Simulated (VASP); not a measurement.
Write the native input for VASP 6.6.1 that does the following.

```
Task                   : single point
Functional             : PBE
Potentials or basis    : VASP PAW PBE potentials, release 64 (Tl_d, Ba_sv, Br)
Cutoff                 : 520 eV
k mesh                 : 4 × 4 × 4
Occupations            : gaussian, width 0.01 eV
Spin                   : no spin polarisation
Dipole correction      : no
Further INCAR settings : ALGO = Normal; EDIFF = 1e-06; NBANDS = 30
```

The structure of BaTlBr3 lies in POSCAR:

```
BaTlBr3
1.0
    6.2293863475      0.0000000000      0.0000000000
    0.0000000000      6.2293863475      0.0000000000
    0.0000000000      0.0000000000      6.2293863475
Tl Ba Br
1 1 3
Direct
    0.0000000000      0.0000000000      0.0000000000
    0.5000000000      0.5000000000      0.5000000000
    0.5000000000      0.5000000000      0.0000000000
    0.5000000000      0.0000000000      0.5000000000
    0.0000000000      0.5000000000      0.5000000000
```

These files were run (other wordings do the same):

INCAR

```
ALGO = Normal
EDIFF = 1E-6
ENCUT = 520
GGA = PE
ISIF = 2
ISMEAR = 0
LASPH = True
LCHARG = True
LELF = True
LREAL = False
LVHAR = True
LWAVE = False
NBANDS = 30
NELM = 100
PREC = Accurate
SIGMA = 0.01
```

KPOINTS

```
k-points
0
Gamma
  4 4 4
```

Potentials or basis: VASP PAW PBE potentials, release 64 (Tl_d, Ba_sv, Br).

Command:

```sh
$ cat potpaw_PBE.64/Tl_d/POTCAR potpaw_PBE.64/Ba_sv/POTCAR potpaw_PBE.64/Br/POTCAR > POTCAR
$ mpirun -np 1 vasp_std > vasp.out
```

Results of the run:

* Pressure: 0.6 GPa
* Band gap on the k mesh: 2.98 eV (least direct gap 3.15 eV)

Caveat: spin-orbit coupling is left out, which moves the levels of the heavy elements.

It took 33 s on 1 thread of Intel(R) Xeon(R) 6975P-C (Granite Rapids), with other jobs on the host, peak memory 0.35 GiB.
